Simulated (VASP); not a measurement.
Crystal: MgSe.

```
Mg Se
1.0
     0.00000    2.72550    2.72550
     2.72550    0.00000    2.72550
     2.72550    2.72550    0.00000
Mg Se
1 1
Cartesian
  0.0000 0.0000 0.0000
  2.7255 2.7255 2.7255
```

Base run:

```yaml
Program: VASP 6.6.1
Functional: PBE
Potentials_or_basis: VASP PAW PBE potentials, release 64 (Mg, Se)
Cutoff: 600 eV
k_mesh: 8 × 8 × 8
Occupations: gaussian, width 0.05 eV
Spin: no spin polarisation
```

Its results: band gap on the k mesh 1.80 eV, indirect (least direct gap 2.60 eV); pressure 1.9 GPa.

Q: The run is repeated on the same cell with these changes: functional from PBE to LDA; potentials or basis from VASP PAW PBE potentials, release 64 (Mg, Se) to VASP PAW LDA potentials, release 64 (Mg, Se). What comes out?

A: Band gap on the k mesh 1.65 eV, indirect (least direct gap 2.40 eV); pressure -2.4 GPa.

A k mesh can miss the band edges.
